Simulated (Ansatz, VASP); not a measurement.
**One calculation of Na, two programs**

```
Na
1.0
     1.94924   -6.32673    0.00000
     1.94924    6.32673    0.00000
     0.00000    0.00000    6.12622
Na
4
Direct
  0.13279 0.86721 0.00020
  0.63279 0.36721 0.49980
  0.86721 0.13279 0.99980
  0.36721 0.63279 0.50020
```

Alike in both runs: functional PBE; k mesh 4 × 4 × 4; occupations gaussian, width 0.1 eV; no spin polarisation.

Ansatz relaxed the structure, and its values are those at the end. VASP's run is a single point on that final structure, the one shown.

|  | VASP | Ansatz |
| --- | --- | --- |
| version | VASP 6.6.1 | Ansatz 0.2.0 |
| potentials or method | VASP PAW PBE potentials, release 64 (Na_pv), cutoff 520 eV | scalar-relativistic, plane waves, PAW |
| valence electrons in the cell | 28 | 36 |

|  | VASP | Ansatz | Ansatz less VASP |
| --- | --- | --- | --- |
| gap on the k mesh at the Fermi level (eV) | none | none | - |
| pressure (GPa) | 0.1 | 0.1 | 0.00 |

A gap of «none» marks a metal or a gap that the smearing closes. VASP's potentials hold 28 valence electrons a cell and Ansatz's 36, so a difference there can come from the potentials and not from the codes.

The k mesh is coarse, so the values compare programs but aren't converged.
